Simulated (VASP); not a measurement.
# Hg (Pm-3m) in VASP: further runs

The runs below take Hg through single point, with PBE.

Program: VASP 6.6.1. These are calculated values, not measurements. Logs are shortened: lines on timing, memory, paths and dates and some standing lists are left out, and cuts for length are marked.

## 1. The cell of the first run

Symmetry: Pm-3m, No. 221, cubic system. The conventional cell has a = 4.848 Å, b = 4.848 Å, c = 4.848 Å, α = 90.00°, β = 90.00°, γ = 90.00°. Hg (site symmetry 4/mmm) has 8 Hg at 3.43 Å within 4.5 Å.

## 2. Single point, PBE

INCAR reads:

```
SYSTEM = Hg
PREC     = Accurate       ! precision mode
ENCUT    = 520            ! plane-wave cutoff, eV
EDIFF    = 1E-6           ! SCF threshold, eV
ISMEAR   = 0              ! smearing method
SIGMA    = 0.1            ! smearing width, eV
LREAL    = .False.        ! projectors in reciprocal space
LASPH    = .True.         ! aspherical terms in the spheres
NELM     = 100            ! most SCF steps
ALGO     = Normal         ! electronic algorithm
ISIF     = 2              ! what is computed and relaxed
LWAVE    = .False.        ! write WAVECAR
LCHARG   = .False.        ! write CHGCAR
GGA      = PE             ! functional
NBANDS   = 25             ! bands
```

KPOINTS reads:

```
regular mesh
0
Gamma
  4 4 4
  0 0 0
```

POSCAR reads:

```
Hg
1.0
    4.8483316154      0.0000000000      0.0000000000
    0.0000000000      4.8483316154      0.0000000000
    0.0000000000      0.0000000000      4.8483316154
Hg
3
Direct
    0.5000000000      0.0000000000      0.0000000000
    0.0000000000      0.5000000000      0.0000000000
    0.0000000000      0.0000000000      0.5000000000
```

Potentials or basis: VASP PAW PBE potentials, release 64 (Hg).

Started as:

```console
$ cat potpaw_PBE.64/Hg/POTCAR > POTCAR
$ mpirun -np 1 vasp_std > vasp.out
```

OUTCAR:

```text
SYSTEM = Hg
   PREC = Accurate
   ENCUT = 520
   EDIFF = 1E-6
   ISMEAR = 0
   LREAL = .False.
   LASPH = .True.
   NELM = 100
   ISIF = 2
   GGA = PE

 ion  position               nearest neighbor table
   1  0.500  0.000  0.000-   2 3.43   3 3.43   3 3.43   2 3.43   2 3.43   3 3.43   3 3.43   2 3.43

   2  0.000  0.500  0.000-   1 3.43   3 3.43   3 3.43   1 3.43   3 3.43   3 3.43   1 3.43   1 3.43

   3  0.000  0.000  0.500-   1 3.43   2 3.43   1 3.43   2 3.43   2 3.43   2 3.43   1 3.43   1 3.43

  LATTYP: Found a simple cubic cell.
 ALAT       =     4.8483316154

  Lattice vectors:

 A1 = (   4.8483316154,   0.0000000000,   0.0000000000)
 A2 = (   0.0000000000,   4.8483316154,   0.0000000000)
 A3 = (   0.0000000000,   0.0000000000,   4.8483316154)

Analysis of symmetry for initial positions (statically):
=====================================================================
 Subroutine PRICEL returns:
 Original cell was already a primitive cell.

 Routine SETGRP: Setting up the symmetry group for a
 simple cubic supercell.

 Subroutine GETGRP returns: Found 48 space group operations
 (whereof 48 operations were pure point group operations)
 out of a pool of 48 trial point group operations.

The static configuration has the point symmetry O_h .

Analysis of symmetry for dynamics (positions and initial velocities):
=====================================================================
 Subroutine PRICEL returns:
 Original cell was already a primitive cell.

 Routine SETGRP: Setting up the symmetry group for a
 simple cubic supercell.

 Subroutine GETGRP returns: Found 48 space group operations
 (whereof 48 operations were pure point group operations)
 out of a pool of 48 trial point group operations.

The dynamic configuration has the point symmetry O_h .

 Subroutine INISYM returns: Found 48 space group operations
 (whereof 48 operations are pure point group operations),
 and found     1 'primitive' translations

----------------------------------------------------------------------------------------

                                     Primitive cell

  volume of cell :     113.9664

  direct lattice vectors                    reciprocal lattice vectors
     4.848331615  0.000000000  0.000000000     0.206256519  0.000000000  0.000000000
     0.000000000  4.848331615  0.000000000     0.000000000  0.206256519  0.000000000
     0.000000000  0.000000000  4.848331615     0.000000000  0.000000000  0.206256519

  length of vectors
     4.848331615  4.848331615  4.848331615     0.206256519  0.206256519  0.206256519

  position of ions in fractional coordinates (direct lattice)
     0.500000000  0.000000000  0.000000000
     0.000000000  0.500000000  0.000000000
     0.000000000  0.000000000  0.500000000

  ion indices of the primitive-cell ions
   primitive index   ion index
                 1           1
                 2           2
                 3           3

----------------------------------------------------------------------------------------

 KPOINTS: regular mesh

Automatic generation of k-mesh.
 Grid dimensions read from file:
 generate k-points for:    4    4    4

 Generating k-lattice:

  Cartesian coordinates                     Fractional coordinates (reciprocal lattice)
     0.051564130  0.000000000  0.000000000     0.250000000  0.000000000  0.000000000
     0.000000000  0.051564130  0.000000000     0.000000000  0.250000000  0.000000000
     0.000000000  0.000000000  0.051564130     0.000000000  0.000000000  0.250000000

  Length of vectors
     0.051564130  0.051564130  0.051564130

  Shift w.r.t. Gamma in fractional coordinates (k-lattice)
     0.000000000  0.000000000  0.000000000

 Subroutine IBZKPT returns following result:
 ===========================================

 Found     10 irreducible k-points:

 Following reciprocal coordinates:
            Coordinates               Weight
  0.000000  0.000000  0.000000      1.000000
  0.250000  0.000000  0.000000      6.000000
  0.500000  0.000000  0.000000      3.000000
  0.250000  0.250000  0.000000     12.000000
  0.500000  0.250000  0.000000     12.000000
  0.500000  0.500000  0.000000      3.000000
  0.250000  0.250000  0.250000      8.000000
  0.500000  0.250000  0.250000     12.000000
  0.500000  0.500000  0.250000      6.000000
  0.500000  0.500000  0.500000      1.000000
   k-points           NKPTS =     10   k-points in BZ     NKDIM =     10   number of bands    NBANDS=     25
   number of dos      NEDOS =    301   number of ions     NIONS =      3
   total plane-waves  NPLWV =  46656
   dimension x,y,z NGX =    36 NGY =   36 NGZ =   36
   dimension x,y,z NGXF=    72 NGYF=   72 NGZF=   72
   ions per type =               3
   NGX,Y,Z   is equivalent  to a cutoff of  12.34, 12.34, 12.34 a.u.
   NGXF,Y,Z  is equivalent  to a cutoff of  24.69, 24.69, 24.69 a.u.
 SYSTEM =  Hg
   PREC   = accura    normal or accurate (medium, high low for compatibility)
   ISTART =      0    job   : 0-new  1-cont  2-samecut
   ICHARG =      2    charge: 1-file 2-atom 10-const
   ISPIN  =      1    spin polarized calculation?
   LNONCOLLINEAR =      F non collinear calculations
   LSORBIT =      F    spin-orbit coupling
   LASPH  =      T    aspherical Exc in radial PAW
   ENCUT  =  520.0 eV  38.22 Ry    6.18 a.u.   9.01  9.01  9.01*2*pi/ulx,y,z
   NELM   =    100;   NELMIN=  2; NELMDL= -5     # of ELM steps
   EDIFF  = 0.1E-05   stopping-criterion for ELM
   LREAL  =      F    real-space projection
   EDIFFG = 0.1E-04   stopping-criterion for IOM
   NSW    =      0    number of steps for IOM
   IBRION =     -1    ionic relax: 0-MD 1-quasi-New 2-CG
   NFREE  =      0    steps in history (QN), initial steepest desc. (CG)
   ISIF   =      2    stress and relaxation
   ISYM   =      2    0-nonsym 1-usesym 2-fastsym
   POTIM  = 0.5000    time-step for ionic-motion
   TEBEG  =    0.0;   TEEND  =   0.0 temperature during run
   PSTRESS=    0.0 pullay stress
   NELECT =      36.0000    total number of electrons
   NUPDOWN=      -1.0000    fix difference up-down
   EMIN   =  10.00;   EMAX   =-10.00  energy-range for DOS
   EFERMI =   0.00;   METHOD = LEGACY
   ISMEAR =     0;   SIGMA  =   0.10  broadening in eV -4-tet -1-fermi 0-gaus
   EFERMI_NEDOS =   21; number of points for ismear=-14 and -15
   IALGO  =     38    algorithm
   IMIX   =      4    mixing-type and parameters
     AMIX     =   0.40;   BMIX     =  1.00
     AMIX_MAG =   1.60;   BMIX_MAG =  1.00
  volume/ion in A,a.u.               =      37.99       256.36
  Fermi-wavevector in a.u.,A,eV,Ry     =   1.114936  2.106924 16.913167  1.243083
  Thomas-Fermi vector in A             =   2.251536
   LORBIT       =      0    0 simple, 1 ext, 2 COOP (PROOUT), +10 PAW based schemes
   GGA     = PE    functional components
   LHFCALC =     F    Hartree Fock is set to
   AEXX    =    0.0000 exact exchange contribution
   IVDW    =     0    specifies the selected vdW correction
   LEPSILON=     F    determine dielectric tensor
   LRPA    =     F    only Hartree local field effects (RPA)
 non-spin polarized calculation
 Gauss-broadening in eV      SIGMA  =   0.10
  energy-cutoff  :      520.00
  volume of cell :      113.97
 maximum number of plane-waves:      3112
   NGX = 19   NGY = 19   NGZ = 19

 number of electron      36.0000010 magnetization

 Free energy of the ion-electron system (eV)
  ---------------------------------------------------
  ext. energy  EPLUGINS =         0.00000000
  ---------------------------------------------------
  free energy    TOTEN  =        -0.46185043 eV

  energy without entropy =       -0.45849622  energy(sigma->0) =       -0.46017332

 E-fermi :   0.0305     XC(G=0):  -8.1800

 val. band max:       -0.0185629033   @ k =   0.5000   0.0000   0.0000
 cond. band min:       0.4047883300   @ k =   0.5000   0.5000   0.0000
 fundamental gap:      0.4233512333
 Fermi energy:         0.0304900920

 k-point     1 :       0.0000    0.0000    0.0000
  band No.  band energies     occupation
      1      -7.0074      2.00000
      2      -6.6807      2.00000
      3      -6.6807      2.00000
      4      -6.6807      2.00000
      5      -6.4602      2.00000
      6      -6.4602      2.00000
[... 17 lines left out ...]
     24       7.0921      0.00000
     25       7.0921      0.00000

 k-point     2 :       0.2500    0.0000    0.0000
  band No.  band energies     occupation
      1      -6.7952      2.00000
      2      -6.6511      2.00000
      3      -6.5467      2.00000
      4      -6.5467      2.00000
      5      -6.4387      2.00000
      6      -6.3315      2.00000
[... 17 lines left out ...]
     24       6.1588      0.00000
     25       7.0227      0.00000

 k-point     3 :       0.5000    0.0000    0.0000
  band No.  band energies     occupation
      1      -6.6184      2.00000
      2      -6.5390      2.00000
      3      -6.4277      2.00000
      4      -6.2485      2.00000
      5      -6.2485      2.00000
      6      -6.1303      2.00000
[... 17 lines left out ...]
     24       4.9354      0.00000
     25       5.8398      0.00000

 k-point     4 :       0.2500    0.2500    0.0000
  band No.  band energies     occupation
      1      -6.6777      2.00000
      2      -6.5707      2.00000
      3      -6.4685      2.00000
      4      -6.4677      2.00000
      5      -6.3403      2.00000
      6      -6.2465      2.00000
[... 17 lines left out ...]
     24       6.6089      0.00000
     25       7.1885      0.00000

 k-point     5 :       0.5000    0.2500    0.0000
  band No.  band energies     occupation
      1      -6.5106      2.00000
      2      -6.4572      2.00000
      3      -6.3760      2.00000
      4      -6.3047      2.00000
      5      -6.2388      2.00000
      6      -6.1994      2.00000
[... 17 lines left out ...]
     24       6.5474      0.00000
     25       7.5647      0.00000

 k-point     6 :       0.5000    0.5000    0.0000
  band No.  band energies     occupation
      1      -6.4717      2.00000
      2      -6.4717      2.00000
      3      -6.3410      2.00000
      4      -6.2273      2.00000
      5      -6.1251      2.00000
      6      -6.1076      2.00000
[... 17 lines left out ...]
     24       5.4498      0.00000
     25       5.4498      0.00000

 k-point     7 :       0.2500    0.2500    0.2500
  band No.  band energies     occupation
      1      -6.7179      2.00000
      2      -6.4841      2.00000
      3      -6.4841      2.00000
      4      -6.3624      2.00000
      5      -6.2094      2.00000
      6      -6.2050      2.00000
[... 17 lines left out ...]
     24       6.2628      0.00000
     25       8.2204      0.00000

 k-point     8 :       0.5000    0.2500    0.2500
  band No.  band energies     occupation
      1      -6.6267      2.00000
      2      -6.4695      2.00000
      3      -6.3677      2.00000
      4      -6.3575      2.00000
      5      -6.2925      2.00000
      6      -6.2867      2.00000
[... 17 lines left out ...]
     24       7.3238      0.00000
     25       8.6060      0.00000

 k-point     9 :       0.5000    0.5000    0.2500
  band No.  band energies     occupation
      1      -6.5697      2.00000
      2      -6.5697      2.00000
      3      -6.5484      2.00000
      4      -6.3782      2.00000
      5      -6.2925      2.00000
      6      -6.2925      2.00000
[... 17 lines left out ...]
     24       8.5139      0.00000
     25       9.1218      0.00000

 k-point    10 :       0.5000    0.5000    0.5000
  band No.  band energies     occupation
      1      -6.6771      2.00000
      2      -6.6771      2.00000
      3      -6.6771      2.00000
      4      -6.4625      2.00000
      5      -6.3174      2.00000
      6      -6.3174      2.00000
[... 17 lines left out ...]
     24      11.1327      0.00000
     25      11.1327      0.00000

------------------------ aborting loop because EDIFF is reached ----------------------------------------

  FORCE on cell =-STRESS in cart. coord.  units (eV):
  Direction    XX          YY          ZZ          XY          YZ          ZX
  --------------------------------------------------------------------------------------
  -------------------------------------------------------------------------------------
  Total        0.0727008      0.0727008      0.0727008      0.0000000      0.0000000     -0.0000000
  in kB        1.0220518      1.0220518      1.0220518      0.0000000      0.0000000     -0.0000000
  external PRESSURE =       1.0220518 kB  Pullay stress =       0.0000000 kB

 VOLUME and BASIS-vectors are now :
 -----------------------------------------------------------------------------
  energy-cutoff  :      520.00
  volume of cell :      113.97
      direct lattice vectors                 reciprocal lattice vectors
     4.848331615  0.000000000  0.000000000     0.206256519  0.000000000  0.000000000
     0.000000000  4.848331615  0.000000000     0.000000000  0.206256519  0.000000000
     0.000000000  0.000000000  4.848331615     0.000000000  0.000000000  0.206256519

 POSITION                                       TOTAL-FORCE (eV/Angst)
 -----------------------------------------------------------------------------------
      2.42417      0.00000      0.00000         0.000000      0.000000      0.000000
      0.00000      2.42417      0.00000         0.000000      0.000000      0.000000
      0.00000      0.00000      2.42417         0.000000      0.000000      0.000000
 -----------------------------------------------------------------------------------
    total drift:                                0.000000      0.000000     -0.000000

  FREE ENERGIE OF THE ION-ELECTRON SYSTEM (eV)
  ---------------------------------------------------
  free  energy   TOTEN  =        -0.4618504254 eV

  energy  without entropy=       -0.4584962183  energy(sigma->0) =       -0.46017332
```

Run time: 14 s. Hardware: 1 thread of Intel Xeon Platinum 8375C at 2.90GHz (Ice Lake), shared host; peak memory 0.21 GiB.

Results:

| Item | Value |
| --- | --- |
| Free energy | -0.4619 eV |
| Pressure | 0.1 GPa |
| Band gap on the k mesh | zero (band 18 reaches -0.02 eV, above the bottom of band 19 at -0.63 eV) |

Caveat: spin-orbit coupling is left out, which moves the levels of the heavy elements.

## 3. Single point, PBE

This run uses another cell than the first one, of 48.37 Å³/atom, 1.273 times its volume.

INCAR reads:

```
ALGO = Normal
EDIFF = 1E-6
ENCUT = 520
GGA = PE
ISIF = 2
ISMEAR = 0
LASPH = T
LCHARG = F
LREAL = F
LWAVE = F
NBANDS = 25
NELM = 100
PREC = Accurate
SIGMA = 0.1
```

KPOINTS reads:

```
k-points
0
Gamma
  4 4 4
```

POSCAR reads:

```
Hg
1.0
    5.2550612500      0.0000000000      0.0000000000
    0.0000000000      5.2550612500      0.0000000000
    0.0000000000      0.0000000000      5.2550612500
Hg
3
Direct
    0.5000000000      0.0000000000      0.0000000000
    0.0000000000      0.5000000000      0.0000000000
    0.0000000000      0.0000000000      0.5000000000
```

Potentials or basis: VASP PAW PBE potentials, release 64 (Hg).

Started as:

```console
$ cat potpaw_PBE.64/Hg/POTCAR > POTCAR
$ mpirun -np 1 vasp_std > vasp.out
```

Run time: 19 s. Hardware: 1 thread of Intel Xeon Platinum 8375C at 2.90GHz (Ice Lake), shared host; peak memory 0.23 GiB.

Results (log left out):

```yaml
Free_energy: -0.4151 eV
Pressure: -0.4 GPa
Band_gap_on_the_k_mesh: 0.86 eV, indirect (least direct gap 2.30 eV)
```

Levels at points of the mesh, in eV from the valence-band top:
```
           k point  band 14  band 15  band 16  band 17  band 18  band 19  band 20  band 21  band 22  band 23
(0.00, 0.00, 0.00)    -4.65    -4.65    -4.43    -0.10    -0.10     2.58     2.58     2.58     6.48     7.02
(0.50, 0.00, 0.00)    -4.82    -4.65    -3.50    -2.56     0.00     3.71     3.71     4.74     5.20     5.20
(0.50, 0.50, 0.00)    -4.89    -4.88    -2.39    -1.97    -1.97     1.75     4.09     5.47     5.47     5.49
(0.50, 0.50, 0.50)    -4.70    -4.70    -1.44    -1.44    -1.44     0.86     2.08     2.08     2.08     6.08
```

Caveat: spin-orbit coupling is left out, which moves the levels of the heavy elements. A k mesh can miss the band edges.
